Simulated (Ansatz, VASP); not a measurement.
**ZnSe: VASP beside Ansatz**

```
CELL_PARAMETERS angstrom
0.00000 2.83380 2.83380
2.83380 0.00000 2.83380
2.83380 2.83380 0.00000
ATOMIC_POSITIONS crystal
Zn 0.00000 0.00000 0.00000
Se 0.75000 0.75000 0.75000
```

Alike in both runs: task single point; functional LDA; k mesh 8 × 8 × 8; occupations fermi-dirac, width 0.03 eV; no spin polarisation.

```csv
,VASP,Ansatz
version,VASP 6.6.1,Ansatz 0.2.0
potentials or method,"VASP PAW LDA potentials, release 64 (Zn, Se), cutoff 520 eV","all-electron LAPW, scalar-relativistic"
```

|  | VASP | Ansatz | Ansatz less VASP |
| --- | --- | --- | --- |
| pressure (GPa) | -3.1 | -3.4 | -0.28 |

LDA's correlation is that of Perdew and Zunger in VASP and of Perdew and Wang (1992) in Ansatz. Ansatz ran all-electron here, and VASP with PAW potentials.
